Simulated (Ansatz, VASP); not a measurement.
Si: VASP beside Ansatz

Contents of INCAR:

```
  ALGO = Fast
  EDIFF = 1E-6
  ENCUT = 520
  GGA = PE
  ISIF = 2
  ISMEAR = 0
  LASPH = T
  LCHARG = F
  LREAL = F
  LWAVE = F
  NBANDS = 26
  NELM = 60
  PREC = Accurate
  SIGMA = 0.15
```

File KPOINTS:

```
k-points
0
Gamma
  10 10 10
```

Contents of POSCAR:

```
Si
1.0
   -3.1526639220      3.1526639220      3.4165418923
    3.1526639220     -3.1526639220      3.4165418923
    3.1526639220      3.1526639220     -3.4165418923
Si
8
Direct
    0.2028545115      0.2028545115      0.2028545115
    0.5000000000      0.0000000000      0.2971454885
    0.2971454885      0.5000000000      0.0000000000
    0.0000000000      0.2971454885      0.5000000000
    0.7971454885      0.7971454885      0.7971454885
    0.5000000000      0.0000000000      0.7028545115
    0.7028545115      0.5000000000      0.0000000000
    0.0000000000      0.7028545115      0.5000000000
```

Input for Ansatz:

```yaml
crystal:
  lattice:
    - [-3.152663922, 3.152663922, 3.4165418923]
    - [3.152663922, -3.152663922, 3.4165418923]
    - [3.152663922, 3.152663922, -3.4165418923]
  atoms:
    - { symbol: Si, position: [0.2028545115, 0.2028545115, 0.2028545115] }
    - { symbol: Si, position: [0.5, 0.0, 0.2971454885] }
    - { symbol: Si, position: [0.2971454885, 0.5, 0.0] }
    - { symbol: Si, position: [0.0, 0.2971454885, 0.5] }
    - { symbol: Si, position: [0.7971454885, 0.7971454885, 0.7971454885] }
    - { symbol: Si, position: [0.5, 0.0, 0.7028545115] }
    - { symbol: Si, position: [0.7028545115, 0.5, 0.0] }
    - { symbol: Si, position: [0.0, 0.7028545115, 0.5] }
basis:
  ecutwfc: 420
kpoints:
  mp_grid: { grid: [10, 10, 10] }
hamiltonian:
  xc: pbe
  pseudopotentials: { kind: paw, azcp: { folder: soft_1 } }
scf:
  occupations: { method: gaussian, width: 0.15 }
output:
  forces: true
  stress: true
  eigenvalues: true
```

Alike in both runs: task single point; functional PBE; k mesh 10 × 10 × 10; occupations gaussian, width 0.15 eV; no spin polarisation.

|  | VASP | Ansatz |
| --- | --- | --- |
| version | VASP 6.6.1 | Ansatz 0.2.0 |
| potentials or method | VASP PAW PBE potentials, release 64 (Si), cutoff 520 eV | scalar-relativistic, plane waves, PAW |
| valence electrons in the cell | 32 | 32 |

|  | VASP | Ansatz | Ansatz less VASP |
| --- | --- | --- | --- |
| gap on the k mesh at the Fermi level (eV) | none | none | - |
| pressure (GPa) | 9.6 | 9.7 | +0.10 |
| traceless stress, the component that is largest in VASP (GPa) | -9.13 | -9.12 | +0.012 |
| rms of the force components (eV/Å) | 0.464 | 0.466 | +0.0022 |

Atom by atom the forces differ by 0.002 eV/Å (rms over components). A gap of «none» marks a metal or a gap that the smearing closes.
